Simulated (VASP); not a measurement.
# Be3ZnSe4 (P3m1) in VASP: settings compared

Aim: see how the results for Be3ZnSe4 move with the level of theory and the settings. Levels: r2SCAN, PBE. Tasks: single point, relaxation of shape and atoms at fixed volume.

Everything below comes from runs of VASP 6.6.1. Logs are shortened: lines on timing, memory, paths and dates and some standing lists are left out, and cuts for length are marked.

### 1 The cell of the first run

It takes space group P3m1 (No. 156, trigonal). Conventional cell: a = 3.747 Å, b = 3.747 Å, c = 12.412 Å, α = 90.00°, β = 90.00°, γ = 120.00°. Within 3.0 Å of Be (site symmetry 3m) lie 4 Se at 2.25 to 2.28 Å. Within 3.0 Å of Be (site symmetry 3m) lie 4 Se at 2.24 to 2.28 Å. Within 3.0 Å of Be (site symmetry 3m) lie 4 Se at 2.25 to 2.28 Å. Within 3.2 Å of Zn (site symmetry 3m) lie 4 Se at 2.40 to 2.46 Å. Se (site symmetry 3m) has 4 Be at 2.25 to 2.28 Å within 3.0 Å. Within 3.0 Å of Se (site symmetry 3m) lie 1 Be at 2.24 Å and 3 Zn at 2.40 Å. Se (site symmetry 3m) has 4 Be at 2.25 to 2.28 Å within 3.0 Å. Within 3.0 Å of Se (site symmetry 3m) lie 3 Be at 2.28 Å and 1 Zn at 2.46 Å.

### 2 Single point, r2SCAN

POSCAR

```
Be3ZnSe4
1.0
    3.7472541317      0.0000000289      0.0000000000
   -1.8736270909      3.2452172581      0.0000000000
    0.0000000000      0.0000000000     12.4116806000
Be Zn Se
3 1 4
Direct
    0.6666666667      0.3333333333      0.0125380000
    0.6666666667      0.3333333333      0.4928060000
    0.0000000000      0.0000000000      0.2531180000
    0.0000000000      0.0000000000      0.7562110000
    0.6666666667      0.3333333333      0.1939280000
    0.6666666667      0.3333333333      0.6729290000
    0.0000000000      0.0000000000      0.4343310000
    0.0000000000      0.0000000000      0.9541390000
```

INCAR.step1

```
SYSTEM = Be3ZnSe4
  PREC = Accurate
  ENCUT = 520
  ISMEAR = 0
  SIGMA = 0.02
  LREAL = .FALSE.
  LASPH = .TRUE.
  NELM = 100
  NBANDS = 31
  GGA = PE
  ALGO = Normal
  EDIFF = 1E-4
  LWAVE = .TRUE.
  LCHARG = .FALSE.
```

INCAR.step2

```
SYSTEM = Be3ZnSe4
  PREC = Accurate
  ENCUT = 520
  EDIFF = 1E-6
  ISMEAR = 0
  SIGMA = 0.02
  LREAL = .FALSE.
  LASPH = .TRUE.
  NELM = 100
  ALGO = Normal
  ISIF = 2
  LWAVE = .FALSE.
  LCHARG = .TRUE.
  METAGGA = R2SCAN
  LMIXTAU = .TRUE.
  LELF = .TRUE.
  LVHAR = .TRUE.
  NBANDS = 31
  ISTART = 1
```

KPOINTS

```
Automatic mesh
0
G
  6 6 2
  0 0 0
```

Potentials or basis: VASP PAW PBE potentials, release 64 (Be, Zn, Se).

The run is started by

```console
cat potpaw_PBE.64/Be/POTCAR potpaw_PBE.64/Zn/POTCAR potpaw_PBE.64/Se/POTCAR > POTCAR
cp INCAR.step1 INCAR
mpirun -np 1 vasp_std > vasp.out
cp INCAR.step2 INCAR
mpirun -np 1 vasp_std > vasp.out
```

OUTCAR:

```text
SYSTEM = Be3ZnSe4
   PREC = Accurate
   ENCUT = 520
   EDIFF = 1E-6
   ISMEAR = 0
   LREAL = .FALSE.
   LASPH = .TRUE.
   NELM = 100
   ISIF = 2
   METAGGA = R2SCAN
   ISTART = 1

 ion  position               nearest neighbor table
   1  0.667  0.333  0.013-   5 2.25   8 2.28   8 2.28   8 2.28
   2  0.667  0.333  0.493-   6 2.24   7 2.28   7 2.28   7 2.28
   3  0.000  0.000  0.253-   7 2.25   5 2.28   5 2.28   5 2.28
   4  0.000  0.000  0.756-   6 2.40   6 2.40   6 2.40   8 2.46
   5  0.667  0.333  0.194-   1 2.25   3 2.28   3 2.28   3 2.28
   6  0.667  0.333  0.673-   2 2.24   4 2.40   4 2.40   4 2.40
   7  0.000  0.000  0.434-   3 2.25   2 2.28   2 2.28   2 2.28
   8  0.000  0.000  0.954-   1 2.28   1 2.28   1 2.28   4 2.46

  LATTYP: Found a hexagonal cell.
 ALAT       =     3.7472541317
 C/A-ratio  =     3.3122067956

  Lattice vectors:

 A1 = (   3.7472541317,   0.0000000289,   0.0000000000)
 A2 = (  -1.8736270909,   3.2452172581,   0.0000000000)
 A3 = (   0.0000000000,   0.0000000000,  12.4116806000)

Analysis of symmetry for initial positions (statically):
=====================================================================
 Subroutine PRICEL returns:
 Original cell was already a primitive cell.

 Routine SETGRP: Setting up the symmetry group for a
 hexagonal supercell.

 Subroutine GETGRP returns: Found  6 space group operations
 (whereof  6 operations were pure point group operations)
 out of a pool of 24 trial point group operations.

The static configuration has the point symmetry C_3v.

Analysis of symmetry for dynamics (positions and initial velocities):
=====================================================================
 Subroutine PRICEL returns:
 Original cell was already a primitive cell.

 Routine SETGRP: Setting up the symmetry group for a
 hexagonal supercell.

 Subroutine GETGRP returns: Found  6 space group operations
 (whereof  6 operations were pure point group operations)
 out of a pool of 24 trial point group operations.

The dynamic configuration has the point symmetry C_3v.

 Subroutine INISYM returns: Found  6 space group operations
 (whereof  6 operations are pure point group operations),
 and found     1 'primitive' translations

----------------------------------------------------------------------------------------

                                     Primitive cell

  volume of cell :     150.9342

  direct lattice vectors                    reciprocal lattice vectors
     3.747254132  0.000000029  0.000000000     0.266862070  0.154072891  0.000000000
    -1.873627091  3.245217258  0.000000000    -0.000000002  0.308145778  0.000000000
     0.000000000  0.000000000 12.411680600     0.000000000  0.000000000  0.080569266

  length of vectors
     3.747254132  3.747254132 12.411680600     0.308145778  0.308145778  0.080569266

  position of ions in fractional coordinates (direct lattice)
     0.666666667  0.333333333  0.012538000
     0.666666667  0.333333333  0.492806000
     0.000000000  0.000000000  0.253118000
     0.000000000  0.000000000  0.756211000
     0.666666667  0.333333333  0.193928000
     0.666666667  0.333333333  0.672929000
     0.000000000  0.000000000  0.434331000
     0.000000000  0.000000000  0.954139000

  ion indices of the primitive-cell ions
   primitive index   ion index
                 1           1
                 2           2
                 3           3
                 4           4
                 5           5
                 6           6
                 7           7
                 8           8

----------------------------------------------------------------------------------------

 KPOINTS: Automatic mesh

Automatic generation of k-mesh.
 Grid dimensions read from file:
 generate k-points for:    6    6    2

 Generating k-lattice:

  Cartesian coordinates                     Fractional coordinates (reciprocal lattice)
     0.044477012  0.025678815  0.000000000     0.166666667  0.000000000  0.000000000
    -0.000000000  0.051357630  0.000000000     0.000000000  0.166666667  0.000000000
     0.000000000  0.000000000  0.040284633     0.000000000  0.000000000  0.500000000

  Length of vectors
     0.051357630  0.051357630  0.040284633

  Shift w.r.t. Gamma in fractional coordinates (k-lattice)
     0.000000000  0.000000000  0.000000000

 Subroutine IBZKPT returns following result:
 ===========================================

 Found     14 irreducible k-points:

 Following reciprocal coordinates:
            Coordinates               Weight
  0.000000  0.000000  0.000000      1.000000
  0.166667 -0.000000  0.000000      6.000000
  0.333333  0.000000  0.000000      6.000000
  0.500000 -0.000000  0.000000      3.000000
  0.166667  0.166667  0.000000      6.000000
  0.333333  0.166667  0.000000     12.000000
  0.333333  0.333333  0.000000      2.000000
  0.000000  0.000000  0.500000      1.000000
  0.166667 -0.000000  0.500000      6.000000
  0.333333  0.000000  0.500000      6.000000
  0.500000 -0.000000  0.500000      3.000000
  0.166667  0.166667  0.500000      6.000000
  0.333333  0.166667  0.500000     12.000000
  0.333333  0.333333  0.500000      2.000000
   k-points           NKPTS =     14   k-points in BZ     NKDIM =     14   number of bands    NBANDS=     31
   number of dos      NEDOS =    301   number of ions     NIONS =      8
   total plane-waves  NPLWV =  75264
   dimension x,y,z NGX =    28 NGY =   28 NGZ =   96
   dimension x,y,z NGXF=    56 NGYF=   56 NGZF=  192
   ions per type =               3   1   4
   NGX,Y,Z   is equivalent  to a cutoff of  12.42, 12.42, 12.86 a.u.
   NGXF,Y,Z  is equivalent  to a cutoff of  24.84, 24.84, 25.72 a.u.
 SYSTEM =  Be3ZnSe4
   PREC   = accura    normal or accurate (medium, high low for compatibility)
   ISTART =      1    job   : 0-new  1-cont  2-samecut
   ICHARG =      0    charge: 1-file 2-atom 10-const
   ISPIN  =      1    spin polarized calculation?
   LNONCOLLINEAR =      F non collinear calculations
   LSORBIT =      F    spin-orbit coupling
   LASPH  =      T    aspherical Exc in radial PAW
   ENCUT  =  520.0 eV  38.22 Ry    6.18 a.u.   6.97  6.97 23.08*2*pi/ulx,y,z
   NELM   =    100;   NELMIN=  2; NELMDL=  0     # of ELM steps
   EDIFF  = 0.1E-05   stopping-criterion for ELM
   LREAL  =      F    real-space projection
   EDIFFG = 0.1E-04   stopping-criterion for IOM
   NSW    =      0    number of steps for IOM
   IBRION =     -1    ionic relax: 0-MD 1-quasi-New 2-CG
   NFREE  =      0    steps in history (QN), initial steepest desc. (CG)
   ISIF   =      2    stress and relaxation
   ISYM   =      2    0-nonsym 1-usesym 2-fastsym
   POTIM  = 0.5000    time-step for ionic-motion
   TEBEG  =    0.0;   TEEND  =   0.0 temperature during run
   PSTRESS=    0.0 pullay stress
   NELECT =      42.0000    total number of electrons
   NUPDOWN=      -1.0000    fix difference up-down
   EMIN   =  10.00;   EMAX   =-10.00  energy-range for DOS
   EFERMI =   0.00;   METHOD = LEGACY
   ISMEAR =     0;   SIGMA  =   0.02  broadening in eV -4-tet -1-fermi 0-gaus
   EFERMI_NEDOS =   21; number of points for ismear=-14 and -15
   IALGO  =     38    algorithm
   IMIX   =      4    mixing-type and parameters
     AMIX     =   0.40;   BMIX     =  1.00
     AMIX_MAG =   1.60;   BMIX_MAG =  1.00
  volume/ion in A,a.u.               =      18.87       127.32
  Fermi-wavevector in a.u.,A,eV,Ry     =   1.068797  2.019734 15.542317  1.142328
  Thomas-Fermi vector in A             =   2.204457
   LORBIT       =      0    0 simple, 1 ext, 2 COOP (PROOUT), +10 PAW based schemes
   METAGGA = R2SCAN    functional components
   LHFCALC =     F    Hartree Fock is set to
   AEXX    =    0.0000 exact exchange contribution
   IVDW    =     0    specifies the selected vdW correction
   LEPSILON=     F    determine dielectric tensor
   LRPA    =     F    only Hartree local field effects (RPA)
 non-spin polarized calculation
 Gauss-broadening in eV      SIGMA  =   0.02
  energy-cutoff  :      520.00
  volume of cell :      150.93
 maximum number of plane-waves:      4086
 NGX is ok and might be reduce to    28
   NGX = 13   NGY = 13   NGZ = 47

 number of electron      42.0000006 magnetization

 Free energy of the ion-electron system (eV)
  ---------------------------------------------------
  ext. energy  EPLUGINS =         0.00000000
  ---------------------------------------------------
  free energy    TOTEN  =       -86.16980523 eV

  energy without entropy =      -86.16980523  energy(sigma->0) =      -86.16980523

 E-fermi :   2.9407     XC(G=0):  -9.7845

 val. band max:        2.8553553497   @ k =   0.0000   0.0000   0.0000
 cond. band min:       5.9430165269   @ k =   0.5000  -0.0000   0.0000
 fundamental gap:      3.0876611772
 Fermi energy:         2.9406704793

 k-point     1 :       0.0000    0.0000    0.0000
  band No.  band energies     occupation
      1     -11.6497      2.00000
      2     -11.1906      2.00000
      3     -11.0323      2.00000
      4     -10.4222      2.00000
      5      -4.0743      2.00000
      6      -4.0743      2.00000
[... 23 lines left out ...]
     30       8.4408      0.00000
     31       9.0225      0.00000

 k-point     2 :       0.1667   -0.0000    0.0000
  band No.  band energies     occupation
      1     -11.4300      2.00000
      2     -11.0002      2.00000
      3     -10.8486      2.00000
      4     -10.2929      2.00000
      5      -4.0810      2.00000
      6      -4.0421      2.00000
[... 23 lines left out ...]
     30       9.2613      0.00000
     31       9.2794      0.00000

 k-point     3 :       0.3333    0.0000    0.0000
  band No.  band energies     occupation
      1     -10.8814      2.00000
      2     -10.5559      2.00000
      3     -10.4368      2.00000
      4     -10.0589      2.00000
      5      -4.0606      2.00000
      6      -3.9910      2.00000
[... 23 lines left out ...]
     30       9.4389      0.00000
     31      10.7724      0.00000

 k-point     4 :       0.5000   -0.0000    0.0000
  band No.  band energies     occupation
      1     -10.4749      2.00000
      2     -10.2813      2.00000
      3     -10.2097      2.00000
      4     -10.0206      2.00000
      5      -4.0411      2.00000
      6      -3.9747      2.00000
[... 23 lines left out ...]
     30      10.1355      0.00000
     31      11.1047      0.00000

 k-point     5 :       0.1667    0.1667    0.0000
  band No.  band energies     occupation
      1     -11.0410      2.00000
      2     -10.6785      2.00000
      3     -10.5466      2.00000
      4     -10.1083      2.00000
      5      -4.0512      2.00000
      6      -4.0033      2.00000
[... 23 lines left out ...]
     30       9.7106      0.00000
     31       9.9365      0.00000
[... 202 lines left out ...]
     30       9.4272      0.00000
     31       9.8172      0.00000

 k-point    12 :       0.1667    0.1667    0.5000
  band No.  band energies     occupation
      1     -10.9809      2.00000
      2     -10.8557      2.00000
      3     -10.3410      2.00000
      4     -10.1977      2.00000
      5      -4.0549      2.00000
      6      -4.0035      2.00000
[... 23 lines left out ...]
     30       9.4908      0.00000
     31       9.6483      0.00000

 k-point    13 :       0.3333    0.1667    0.5000
  band No.  band energies     occupation
      1     -10.4694      2.00000
      2     -10.3804      2.00000
      3     -10.1221      2.00000
      4     -10.0318      2.00000
      5      -4.0467      2.00000
      6      -3.9202      2.00000
[... 23 lines left out ...]
     30       9.5929      0.00000
     31      10.2086      0.00000

 k-point    14 :       0.3333    0.3333    0.5000
  band No.  band energies     occupation
      1     -10.2069      2.00000
      2     -10.1441      2.00000
      3     -10.0965      2.00000
      4     -10.0662      2.00000
      5      -4.0622      2.00000
      6      -3.8275      2.00000
[... 23 lines left out ...]
     30      10.7675      0.00000
     31      11.1388      0.00000

------------------------ aborting loop because EDIFF is reached ----------------------------------------

  FORCE on cell =-STRESS in cart. coord.  units (eV):
  Direction    XX          YY          ZZ          XY          YZ          ZX
  --------------------------------------------------------------------------------------
  -------------------------------------------------------------------------------------
  Total       -0.9115562     -0.9115562     -1.0162895      0.0000000      0.0000000     -0.0000000
  in kB       -9.6762377     -9.6762377    -10.7879887      0.0000000      0.0000000     -0.0000000
  external PRESSURE =     -10.0468214 kB  Pullay stress =       0.0000000 kB

 VOLUME and BASIS-vectors are now :
 -----------------------------------------------------------------------------
  energy-cutoff  :      520.00
  volume of cell :      150.93
      direct lattice vectors                 reciprocal lattice vectors
     3.747254132  0.000000029  0.000000000     0.266862070  0.154072891  0.000000000
    -1.873627091  3.245217258  0.000000000    -0.000000002  0.308145778  0.000000000
     0.000000000  0.000000000 12.411680600     0.000000000  0.000000000  0.080569266

 POSITION                                       TOTAL-FORCE (eV/Angst)
 -----------------------------------------------------------------------------------
      1.87363      1.08174      0.15562        -0.000000      0.000000      0.002649
      1.87363      1.08174      6.11655        -0.000000      0.000000      0.019916
      0.00000      0.00000      3.14162        -0.000000      0.000000      0.024697
      0.00000      0.00000      9.38585         0.000000     -0.000000     -0.047248
      1.87363      1.08174      2.40697        -0.000000      0.000000     -0.024474
      1.87363      1.08174      8.35218        -0.000000      0.000000      0.187338
      0.00000      0.00000      5.39078        -0.000000      0.000000     -0.018296
      0.00000      0.00000     11.84247        -0.000000      0.000000     -0.144582
 -----------------------------------------------------------------------------------
    total drift:                               -0.000013      0.000007      0.012157

  FREE ENERGIE OF THE ION-ELECTRON SYSTEM (eV)
  ---------------------------------------------------
  free  energy   TOTEN  =       -86.1698052326 eV

  energy  without entropy=      -86.1698052326  energy(sigma->0) =      -86.16980523
```

It took 2.5 min on 1 thread of Intel Xeon 6975P-C (Granite Rapids), shared host; peak memory 0.31 GiB.

What came out:

```yaml
Free_energy: -86.1698 eV
Pressure: -1.0 GPa
Largest_force: 0.187 eV/Å
Band_gap_on_the_k_mesh: 3.09 eV (least direct gap 3.25 eV)
```

Forces in eV/Å, atoms in the order of the input:
```
Be   0.000  0.000  0.003
Be   0.000  0.000  0.020
Be   0.000  0.000  0.025
Zn   0.000  0.000 -0.047
Se   0.000  0.000 -0.024
Se   0.000  0.000  0.187
Se   0.000  0.000 -0.018
Se   0.000  0.000 -0.145
```

Stress tensor (GPa, compression positive):
```
-0.97  0.00  0.00
 0.00 -0.97  0.00
 0.00  0.00 -1.08
```

Levels at points of the mesh, in eV from the valence-band top:
| k point | band 18 | band 19 | band 20 | band 21 | band 22 | band 23 | band 24 | band 25 |
| --- | --- | --- | --- | --- | --- | --- | --- | --- |
| (0.00, 0.00, 0.00) | -0.91 | -0.64 | 0.00 | 0.00 | 3.26 | 3.69 | 4.13 | 4.35 |
| (0.50, 0.00, 0.00) | -2.48 | -2.24 | -2.10 | -1.15 | 3.09 | 3.28 | 3.68 | 4.44 |
| (0.00, 0.00, 0.50) | -0.83 | -0.83 | -0.02 | -0.02 | 3.70 | 3.81 | 4.06 | 4.50 |
| (0.50, 0.00, 0.50) | -2.28 | -2.09 | -1.92 | -1.23 | 3.12 | 3.34 | 3.46 | 3.91 |

Caveat: the PAW data sets were made with another functional, which shifts forces and pressure a little. A k mesh can miss the band edges.

(Part 1 of 3 ends here.)
